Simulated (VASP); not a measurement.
# CaSe (Fm-3m) in VASP: a series of runs

The runs below take CaSe through single point, relaxation of cell and atoms, with r2SCAN, PBE.

All numbers are computed with VASP 6.6.1; they aren't measurements. Logs are shortened: lines on timing, memory, paths and dates and some standing lists are left out, and cuts for length are marked.

## (1) The cell of the first run

Symmetry: Fm-3m, No. 225, cubic system. The conventional cell has a = 5.935 Å, b = 5.935 Å, c = 5.935 Å, α = 90.00°, β = 90.00°, γ = 90.00°. Within 3.9 Å of Ca (site symmetry m-3m) lie 6 Se at 2.97 Å. Within 3.9 Å of Se (site symmetry m-3m) lie 6 Ca at 2.97 Å.

## (2) Single point, r2SCAN

Contents of POSCAR:

```
CaSe
1.0
    0.0000000000      2.9675351118      2.9675351118
    2.9675351118      0.0000000000      2.9675351118
    2.9675351118      2.9675351118      0.0000000000
Ca Se
1 1
Direct
    0.0000000000      0.0000000000      0.0000000000
    0.5000000000      0.5000000000      0.5000000000
```

Contents of INCAR.step1:

```
ALGO     = Normal         # electronic algorithm
EDIFF    = 1E-4           # SCF threshold, eV
ENCUT    = 520            # plane-wave cutoff, eV
GGA      = PE             # functional
ISMEAR   = 0              # smearing method
LASPH    = True           # aspherical terms in the spheres
LCHARG   = False          # write CHGCAR
LREAL    = False          # projectors in reciprocal space
LWAVE    = True           # write WAVECAR
NBANDS   = 15             # bands
NELM     = 80             # most SCF steps
PREC     = Accurate       # precision mode
SIGMA    = 0.01           # smearing width, eV
```

Contents of INCAR.step2:

```
ALGO     = Normal         # electronic algorithm
EDIFF    = 1E-6           # SCF threshold, eV
ENCUT    = 520            # plane-wave cutoff, eV
ISIF     = 2              # what is computed and relaxed
ISMEAR   = 0              # smearing method
ISTART   = 1            
LASPH    = True           # aspherical terms in the spheres
LCHARG   = True           # write CHGCAR
LELF     = True           # ELF
LMIXTAU  = True         
LREAL    = False          # projectors in reciprocal space
LVHAR    = True         
LWAVE    = False          # write WAVECAR
METAGGA  = R2SCAN         # meta-GGA
NBANDS   = 15             # bands
NELM     = 80             # most SCF steps
PREC     = Accurate       # precision mode
SIGMA    = 0.01           # smearing width, eV
```

Contents of KPOINTS:

```
k-points
0
Gamma
  8 8 8
```

Potentials or basis: VASP PAW PBE potentials, release 64 (Ca_sv, Se).

Started as:

```console
$ cat potpaw_PBE.64/Ca_sv/POTCAR potpaw_PBE.64/Se/POTCAR > POTCAR
$ cp INCAR.step1 INCAR
$ mpirun -np 1 vasp_std > vasp.out
$ cp INCAR.step2 INCAR
$ mpirun -np 1 vasp_std > vasp.out
```

OUTCAR:

```text
EDIFF = 1E-6
   ENCUT = 520
   ISIF = 2
   ISMEAR = 0
   ISTART = 1
   LASPH = True
   LREAL = False
   METAGGA = R2SCAN
   NELM = 80
   PREC = Accurate

 ion  position               nearest neighbor table
   1  0.000  0.000  0.000-   2 2.97   2 2.97   2 2.97   2 2.97   2 2.97   2 2.97
   2  0.500  0.500  0.500-   1 2.97   1 2.97   1 2.97   1 2.97   1 2.97   1 2.97

  LATTYP: Found a face centered cubic cell.
 ALAT       =     5.9350702236

  Lattice vectors:

 A1 = (   0.0000000000,   2.9675351118,   2.9675351118)
 A2 = (   2.9675351118,   0.0000000000,   2.9675351118)
 A3 = (   2.9675351118,   2.9675351118,   0.0000000000)

Analysis of symmetry for initial positions (statically):
=====================================================================
 Subroutine PRICEL returns:
 Original cell was already a primitive cell.

 Routine SETGRP: Setting up the symmetry group for a
 face centered cubic supercell.

 Subroutine GETGRP returns: Found 48 space group operations
 (whereof 48 operations were pure point group operations)
 out of a pool of 48 trial point group operations.

The static configuration has the point symmetry O_h .

Analysis of symmetry for dynamics (positions and initial velocities):
=====================================================================
 Subroutine PRICEL returns:
 Original cell was already a primitive cell.

 Routine SETGRP: Setting up the symmetry group for a
 face centered cubic supercell.

 Subroutine GETGRP returns: Found 48 space group operations
 (whereof 48 operations were pure point group operations)
 out of a pool of 48 trial point group operations.

The dynamic configuration has the point symmetry O_h .

 Subroutine INISYM returns: Found 48 space group operations
 (whereof 48 operations are pure point group operations),
 and found     1 'primitive' translations

----------------------------------------------------------------------------------------

                                     Primitive cell

  volume of cell :      52.2658

  direct lattice vectors                    reciprocal lattice vectors
     0.000000000  2.967535112  2.967535112    -0.168490003  0.168490003  0.168490003
     2.967535112  0.000000000  2.967535112     0.168490003 -0.168490003  0.168490003
     2.967535112  2.967535112  0.000000000     0.168490003  0.168490003 -0.168490003

  length of vectors
     4.196728402  4.196728402  4.196728402     0.291833246  0.291833246  0.291833246

  position of ions in fractional coordinates (direct lattice)
     0.000000000  0.000000000  0.000000000
     0.500000000  0.500000000  0.500000000

  ion indices of the primitive-cell ions
   primitive index   ion index
                 1           1
                 2           2

----------------------------------------------------------------------------------------

 KPOINTS: k-points

Automatic generation of k-mesh.
 Grid dimensions read from file:
 generate k-points for:    8    8    8

 Generating k-lattice:

  Cartesian coordinates                     Fractional coordinates (reciprocal lattice)
    -0.021061250  0.021061250  0.021061250     0.125000000  0.000000000  0.000000000
     0.021061250 -0.021061250  0.021061250     0.000000000  0.125000000  0.000000000
     0.021061250  0.021061250 -0.021061250     0.000000000  0.000000000  0.125000000

  Length of vectors
     0.036479156  0.036479156  0.036479156

  Shift w.r.t. Gamma in fractional coordinates (k-lattice)
     0.000000000  0.000000000  0.000000000

 Subroutine IBZKPT returns following result:
 ===========================================

 Found     29 irreducible k-points:

 Following reciprocal coordinates:
            Coordinates               Weight
  0.000000  0.000000  0.000000      1.000000
  0.125000  0.000000  0.000000      8.000000
  0.250000  0.000000  0.000000      8.000000
  0.375000  0.000000  0.000000      8.000000
  0.500000  0.000000  0.000000      4.000000
  0.125000  0.125000  0.000000      6.000000
[... 16 lines left out ...]
  0.500000  0.250000  0.125000     48.000000
 -0.375000  0.250000  0.125000     24.000000
 [... further k-points ...]
   k-points           NKPTS =     29   k-points in BZ     NKDIM =     29   number of bands    NBANDS=     15
   number of dos      NEDOS =    301   number of ions     NIONS =      2
   total plane-waves  NPLWV =  32768
   dimension x,y,z NGX =    32 NGY =   32 NGZ =   32
   dimension x,y,z NGXF=    64 NGYF=   64 NGZF=   64
   ions per type =               1   1
   NGX,Y,Z   is equivalent  to a cutoff of  12.68, 12.68, 12.68 a.u.
   NGXF,Y,Z  is equivalent  to a cutoff of  25.35, 25.35, 25.35 a.u.
 SYSTEM =  unknown system
   PREC   = accura    normal or accurate (medium, high low for compatibility)
   ISTART =      1    job   : 0-new  1-cont  2-samecut
   ICHARG =      0    charge: 1-file 2-atom 10-const
   ISPIN  =      1    spin polarized calculation?
   LNONCOLLINEAR =      F non collinear calculations
   LSORBIT =      F    spin-orbit coupling
   LASPH  =      T    aspherical Exc in radial PAW
   ENCUT  =  520.0 eV  38.22 Ry    6.18 a.u.   7.80  7.80  7.80*2*pi/ulx,y,z
   NELM   =     80;   NELMIN=  2; NELMDL=  0     # of ELM steps
   EDIFF  = 0.1E-05   stopping-criterion for ELM
   LREAL  =      F    real-space projection
   EDIFFG = 0.1E-04   stopping-criterion for IOM
   NSW    =      0    number of steps for IOM
   IBRION =     -1    ionic relax: 0-MD 1-quasi-New 2-CG
   NFREE  =      0    steps in history (QN), initial steepest desc. (CG)
   ISIF   =      2    stress and relaxation
   ISYM   =      2    0-nonsym 1-usesym 2-fastsym
   POTIM  = 0.5000    time-step for ionic-motion
   TEBEG  =    0.0;   TEEND  =   0.0 temperature during run
   PSTRESS=    0.0 pullay stress
   NELECT =      16.0000    total number of electrons
   NUPDOWN=      -1.0000    fix difference up-down
   EMIN   =  10.00;   EMAX   =-10.00  energy-range for DOS
   EFERMI =   0.00;   METHOD = LEGACY
   ISMEAR =     0;   SIGMA  =   0.01  broadening in eV -4-tet -1-fermi 0-gaus
   EFERMI_NEDOS =   21; number of points for ismear=-14 and -15
   IALGO  =     38    algorithm
   IMIX   =      4    mixing-type and parameters
     AMIX     =   0.40;   BMIX     =  1.00
     AMIX_MAG =   1.60;   BMIX_MAG =  1.00
  volume/ion in A,a.u.               =      26.13       176.35
  Fermi-wavevector in a.u.,A,eV,Ry     =   1.103339  2.085008 16.563146  1.217357
  Thomas-Fermi vector in A             =   2.239796
   LORBIT       =      0    0 simple, 1 ext, 2 COOP (PROOUT), +10 PAW based schemes
   METAGGA = R2SCAN    functional components
   LHFCALC =     F    Hartree Fock is set to
   AEXX    =    0.0000 exact exchange contribution
   IVDW    =     0    specifies the selected vdW correction
   LEPSILON=     F    determine dielectric tensor
   LRPA    =     F    only Hartree local field effects (RPA)
 non-spin polarized calculation
 Gauss-broadening in eV      SIGMA  =   0.01
  energy-cutoff  :      520.00
  volume of cell :       52.27
 maximum number of plane-waves:      1424
   NGX = 15   NGY = 15   NGZ = 15

 number of electron      15.9999997 magnetization

 Free energy of the ion-electron system (eV)
  ---------------------------------------------------
  ext. energy  EPLUGINS =         0.00000000
  ---------------------------------------------------
  free energy    TOTEN  =       -25.97908853 eV

  energy without entropy =      -25.97908853  energy(sigma->0) =      -25.97908853

 E-fermi :   2.1679     XC(G=0):  -9.5353

 val. band max:        2.1145408662   @ k =   0.0000   0.0000   0.0000
 cond. band min:       4.6314689721   @ k =   0.5000   0.5000   0.0000
 fundamental gap:      2.5169281059
 Fermi energy:         2.1678532285

 k-point     1 :       0.0000    0.0000    0.0000
  band No.  band energies     occupation
      1     -39.2134      2.00000
      2     -19.3228      2.00000
      3     -19.3228      2.00000
      4     -19.3227      2.00000
      5     -10.0442      2.00000
      6       2.1145      2.00000
      7       2.1145      2.00000
      8       2.1145      2.00000
      9       6.1934      0.00000
     10       6.3447      0.00000
     11       6.3447      0.00000
     12       6.3447      0.00000
     13       6.9341      0.00000
     14       6.9341      0.00000
     15      12.5777      0.00000

 k-point     2 :       0.1250    0.0000    0.0000
  band No.  band energies     occupation
      1     -39.2125      2.00000
      2     -19.3394      2.00000
      3     -19.3238      2.00000
      4     -19.3238      2.00000
      5      -9.9504      2.00000
      6       1.3955      2.00000
      7       1.8872      2.00000
      8       1.8872      2.00000
      9       6.3061      0.00000
     10       6.5617      0.00000
     11       6.5617      0.00000
     12       7.0781      0.00000
     13       7.3361      0.00000
     14       7.3361      0.00000
     15      12.6972      0.00000

 k-point     3 :       0.2500    0.0000    0.0000
  band No.  band energies     occupation
      1     -39.2102      2.00000
      2     -19.3790      2.00000
      3     -19.3262      2.00000
      4     -19.3262      2.00000
      5      -9.7123      2.00000
      6       0.1713      2.00000
      7       1.4396      2.00000
      8       1.4396      2.00000
      9       6.4104      0.00000
     10       7.0956      0.00000
     11       7.0956      0.00000
     12       8.3372      0.00000
     13       8.3372      0.00000
     14       8.5049      0.00000
     15      12.1929      0.00000

 k-point     4 :       0.3750    0.0000    0.0000
  band No.  band energies     occupation
      1     -39.2080      2.00000
      2     -19.4179      2.00000
      3     -19.3287      2.00000
      4     -19.3286      2.00000
      5      -9.4544      2.00000
      6      -0.7734      2.00000
      7       1.0788      2.00000
      8       1.0788      2.00000
      9       6.7905      0.00000
     10       7.7953      0.00000
     11       7.7954      0.00000
     12       8.7135      0.00000
     13       9.4604      0.00000
     14       9.4604      0.00000
     15      11.7701      0.00000
[... 307 lines left out ...]
 k-point    22 :       0.3750    0.2500    0.1250
  band No.  band energies     occupation
      1     -39.2086      2.00000
      2     -19.3844      2.00000
      3     -19.3441      2.00000
      4     -19.3309      2.00000
      5      -9.5902      2.00000
      6      -0.1519      2.00000
      7       1.1818      2.00000
      8       1.2334      2.00000
      9       6.0385      0.00000
     10       7.4039      0.00000
     11       7.8396      0.00000
     12       7.8949      0.00000
     13       8.5365      0.00000
     14      10.3163      0.00000
     15      11.4548      0.00000

 k-point    23 :       0.5000    0.2500    0.1250
  band No.  band energies     occupation
      1     -39.2068      2.00000
      2     -19.4040      2.00000
      3     -19.3521      2.00000
      4     -19.3354      2.00000
      5      -9.4234      2.00000
      6      -0.5330      2.00000
      7       0.7070      2.00000
      8       0.9894      2.00000
      9       6.5271      0.00000
     10       7.9191      0.00000
     11       8.2085      0.00000
     12       8.3538      0.00000
     13       8.8685      0.00000
     14      10.4719      0.00000
     15      10.8598      0.00000

 k-point    24 :      -0.3750    0.2500    0.1250
  band No.  band energies     occupation
      1     -39.2060      2.00000
      2     -19.4125      2.00000
      3     -19.3537      2.00000
      4     -19.3385      2.00000
      5      -9.3519      2.00000
      6      -0.6765      2.00000
      7       0.5114      2.00000
      8       0.8985      2.00000
      9       7.1453      0.00000
     10       7.4391      0.00000
     11       8.4266      0.00000
     12       8.7292      0.00000
     13       9.0544      0.00000
     14       9.9549      0.00000
     15      11.4080      0.00000

 [... further k-points ...]

------------------------ aborting loop because EDIFF is reached ----------------------------------------

  FORCE on cell =-STRESS in cart. coord.  units (eV):
  Direction    XX          YY          ZZ          XY          YZ          ZX
  --------------------------------------------------------------------------------------
  -------------------------------------------------------------------------------------
  Total        0.0807453      0.0807453      0.0807453      0.0000000      0.0000000      0.0000000
  in kB        2.4751999      2.4751999      2.4751999      0.0000000      0.0000000      0.0000000
  external PRESSURE =       2.4751999 kB  Pullay stress =       0.0000000 kB

 VOLUME and BASIS-vectors are now :
 -----------------------------------------------------------------------------
  energy-cutoff  :      520.00
  volume of cell :       52.27
      direct lattice vectors                 reciprocal lattice vectors
     0.000000000  2.967535112  2.967535112    -0.168490003  0.168490003  0.168490003
     2.967535112  0.000000000  2.967535112     0.168490003 -0.168490003  0.168490003
     2.967535112  2.967535112  0.000000000     0.168490003  0.168490003 -0.168490003

 POSITION                                       TOTAL-FORCE (eV/Angst)
 -----------------------------------------------------------------------------------
      0.00000      0.00000      0.00000         0.000000     -0.000000     -0.000000
      2.96754      2.96754      2.96754        -0.000000      0.000000      0.000000
 -----------------------------------------------------------------------------------
    total drift:                                0.000000     -0.000000     -0.000000

  FREE ENERGIE OF THE ION-ELECTRON SYSTEM (eV)
  ---------------------------------------------------
  free  energy   TOTEN  =       -25.9790885280 eV

  energy  without entropy=      -25.9790885280  energy(sigma->0) =      -25.97908853
```

Wall time 28 s (1 thread of Intel Xeon 6975P-C (Granite Rapids), shared host); peak memory 0.19 GiB.

What came out:

```
Free energy            : -25.9791 eV
Pressure               : 0.2 GPa
Band gap on the k mesh : 2.52 eV, indirect (least direct gap 3.46 eV)
```

Levels at points of the mesh, in eV from the valence-band top:
```csv
k point,band 4,band 5,band 6,band 7,band 8,band 9,band 10,band 11,band 12,band 13
"(0.00, 0.00, 0.00)",-21.44,-12.16,0.00,0.00,0.00,4.08,4.23,4.23,4.23,4.82
"(0.50, 0.00, 0.00)",-21.44,-11.45,-3.24,-1.17,-1.17,5.10,6.07,6.09,6.09,8.10
"(0.50, 0.50, 0.00)",-21.47,-11.57,-2.52,-0.94,-0.94,2.52,5.60,5.76,6.62,6.62
```

Caveat: the PAW data sets were made with another functional, which shifts forces and pressure a little.

(Part 1 of 2 ends here.)
